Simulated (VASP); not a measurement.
# Sn2Te (P-3m1) in VASP: a series of runs, part 2 of 2

VASP 6.6.1. The steps go on from the part before.

### Step 3. Single point, PBE

This run uses another cell than the first one: it holds 9 atoms, not 3.

File INCAR:

```
PREC     = Accurate       # precision mode
ENCUT    = 520            # plane-wave cutoff, eV
EDIFF    = 1E-6           # SCF threshold, eV
ISMEAR   = 0              # smearing method
SIGMA    = 0.2            # smearing width, eV
LREAL    = F              # projectors in reciprocal space
LASPH    = T              # aspherical terms in the spheres
NELM     = 60             # most SCF steps
ALGO     = Fast           # electronic algorithm
ISIF     = 2              # what is computed and relaxed
LWAVE    = F              # write WAVECAR
LCHARG   = F              # write CHGCAR
GGA      = PE             # functional
NBANDS   = 61             # bands
```

File KPOINTS:

```
regular mesh
0
Gamma
  6 6 2
```

File POSCAR:

```
Sn2Te
1.0
    4.5212822207      0.0000000000      0.0000000000
   -2.2606411103      3.9155452608      0.0000000000
    0.0000000000      0.0000000000     16.1096149548
Sn Te
6 3
Direct
    0.3333333333      0.6666666667      0.4555392670
    0.6666666667      0.3333333333      0.5444607330
    0.0000000000      0.0000000000      0.3434381988
    0.0000000000      0.0000000000      0.6565618012
    0.6666666667      0.3333333333      0.8853345698
    0.3333333333      0.6666666667      0.1146654302
    0.3333333333      0.6666666667      0.7706277143
    0.6666666667      0.3333333333      0.2293722857
    0.0000000000      0.0000000000      1.0000000000
```

Potentials or basis: VASP PAW PBE potentials, release 64 (Sn_d, Te).

Launch:

```
cat potpaw_PBE.64/Sn_d/POTCAR potpaw_PBE.64/Te/POTCAR > POTCAR
mpirun -np 1 vasp_std > vasp.out
```

OUTCAR:

```text
PREC = Accurate
   ENCUT = 520
   EDIFF = 1E-6
   ISMEAR = 0
   LREAL = F
   LASPH = T
   NELM = 60
   ISIF = 2
   GGA = PE

 ion  position               nearest neighbor table
   1  0.333  0.667  0.456-   2 2.98   2 2.98   2 2.98   3 3.17   3 3.17   3 3.17
   2  0.667  0.333  0.544-   1 2.98   1 2.98   1 2.98   4 3.17   4 3.17   4 3.17
   3  0.000  0.000  0.343-   1 3.17   1 3.17   1 3.17   8 3.19   8 3.19   8 3.19
   4  0.000  0.000  0.657-   2 3.17   2 3.17   2 3.17   7 3.19   7 3.19   7 3.19
   5  0.667  0.333  0.885-   9 3.20   9 3.20   9 3.20   7 3.20   7 3.20   7 3.20
   6  0.333  0.667  0.115-   9 3.20   9 3.20   9 3.20   8 3.20   8 3.20   8 3.20
   7  0.333  0.667  0.771-   4 3.19   4 3.19   4 3.19   5 3.20   5 3.20   5 3.20
   8  0.667  0.333  0.229-   3 3.19   3 3.19   3 3.19   6 3.20   6 3.20   6 3.20
   9  0.000  0.000  0.000-   5 3.20   6 3.20   6 3.20   5 3.20   5 3.20   6 3.20

  LATTYP: Found a hexagonal cell.
 ALAT       =     4.5212822207
 C/A-ratio  =     3.5630633454

  Lattice vectors:

 A1 = (   4.5212822207,   0.0000000000,   0.0000000000)
[... 189 lines left out ...]
 k-point     1 :       0.0000    0.0000    0.0000
  band No.  band energies     occupation
      1     -15.3042      2.00000
      2     -15.3042      2.00000
      3     -15.3019      2.00000
      4     -15.3019      2.00000
      5     -15.2937      2.00000
      6     -15.2937      2.00000
[... 885 lines left out ...]
     60       9.9184      0.00000
     61      11.3406      0.00000

------------------------ aborting loop because EDIFF is reached ----------------------------------------

  FORCE on cell =-STRESS in cart. coord.  units (eV):
  Direction    XX          YY          ZZ          XY          YZ          ZX
  --------------------------------------------------------------------------------------
  -------------------------------------------------------------------------------------
  Total       -0.1037225     -0.1037225     -0.0281954     -0.0000000      0.0000000     -0.0000000
  in kB       -0.5826993     -0.5826993     -0.1583978     -0.0000000      0.0000000     -0.0000000
  external PRESSURE =      -0.4412654 kB  Pullay stress =       0.0000000 kB

 VOLUME and BASIS-vectors are now :
 -----------------------------------------------------------------------------
  energy-cutoff  :      520.00
  volume of cell :      285.19
      direct lattice vectors                 reciprocal lattice vectors
     4.521282221  0.000000000  0.000000000     0.221176195  0.127696136  0.000000000
    -2.260641110  3.915545261  0.000000000     0.000000000  0.255392272  0.000000000
     0.000000000  0.000000000 16.109614955     0.000000000  0.000000000  0.062074730

 POSITION                                       TOTAL-FORCE (eV/Angst)
 -----------------------------------------------------------------------------------
     -0.00000      2.61036      7.33856        -0.000000      0.000000      0.023009
      2.26064      1.30518      8.77105         0.000000      0.000000     -0.023009
      0.00000      0.00000      5.53266        -0.000000      0.000000     -0.003666
      0.00000      0.00000     10.57696         0.000000     -0.000000      0.003666
      2.26064      1.30518     14.26240        -0.000000      0.000000      0.003046
     -0.00000      2.61036      1.84722         0.000000      0.000000     -0.003046
     -0.00000      2.61036     12.41452         0.000000     -0.000000      0.006092
      2.26064      1.30518      3.69510         0.000000      0.000000     -0.006092
      0.00000      0.00000      0.00000         0.000000      0.000000      0.000000
 -----------------------------------------------------------------------------------
    total drift:                                0.000000      0.000000      0.000000

  FREE ENERGIE OF THE ION-ELECTRON SYSTEM (eV)
  ---------------------------------------------------
  free  energy   TOTEN  =       -33.7881434737 eV

  energy  without entropy=      -33.7420109238  energy(sigma->0) =      -33.76507720
```

OSZICAR:

```text
N       E                     dE             d eps       ncg     rms          rms(c)
DAV:   1     0.111651640952E+04    0.11165E+04   -0.47206E+04  1787   0.217E+03
DAV:   2     0.159351156613E+03   -0.95717E+03   -0.93925E+03  1708   0.626E+02
DAV:   3    -0.203799916533E+02   -0.17973E+03   -0.17477E+03  1917   0.215E+02
DAV:   4    -0.336282314432E+02   -0.13248E+02   -0.13047E+02  2000   0.599E+01
DAV:   5    -0.341078592367E+02   -0.47963E+00   -0.47745E+00  2238   0.116E+01    0.782E+00
RMM:   6    -0.337968787070E+02    0.31098E+00   -0.61820E-01  2107   0.320E+00    0.521E+00
RMM:   7    -0.338170505291E+02   -0.20172E-01   -0.34833E-01  2084   0.213E+00    0.165E+00
RMM:   8    -0.337927075490E+02    0.24343E-01   -0.11089E-01  2483   0.125E+00    0.457E-01
RMM:   9    -0.337872361906E+02    0.54714E-02   -0.24512E-02  2197   0.777E-01    0.148E-01
RMM:  10    -0.337880824667E+02   -0.84628E-03   -0.91158E-03  2727   0.377E-01    0.184E-01
RMM:  11    -0.337882298624E+02   -0.14740E-03   -0.10439E-03  2719   0.132E-01    0.234E-01
RMM:  12    -0.337881609061E+02    0.68956E-04   -0.22231E-04  2272   0.719E-02    0.869E-02
RMM:  13    -0.337881437594E+02    0.17147E-04   -0.12865E-04  2302   0.453E-02    0.416E-02
RMM:  14    -0.337881462294E+02   -0.24700E-05   -0.31267E-05  2359   0.203E-02    0.404E-02
RMM:  15    -0.337881441786E+02    0.20508E-05   -0.40334E-06  1684   0.890E-03    0.351E-02
RMM:  16    -0.337881434737E+02    0.70488E-06   -0.22839E-06  1407   0.598E-03
   1 F= -.33788143E+02 E0= -.33765077E+02  d E =-.461325E-01
```

Wall time 3.2 min (1 thread of Intel Xeon 6975P-C (Granite Rapids), shared host); peak memory 0.48 GiB.

What came out:

| Property | Result |
| --- | --- |
| Free energy | -33.7881 eV |
| Pressure | 0.0 GPa |
| Largest force | 0.023 eV/Å |
| Band gap on the k mesh | zero (bands 51 and 52 overlap by 0.28 eV) |

Forces on the atoms (eV/Å):
```
Sn   0.000  0.000  0.023
Sn   0.000  0.000 -0.023
Sn   0.000  0.000 -0.004
Sn   0.000  0.000  0.004
Sn   0.000  0.000  0.003
Sn   0.000  0.000 -0.003
Te   0.000  0.000  0.006
Te   0.000  0.000 -0.006
Te   0.000  0.000  0.000
```

Caveat: semilocal functionals underestimate gaps, and a narrow one can read as zero; spin-orbit coupling is left out, which moves the levels of the heavy elements.
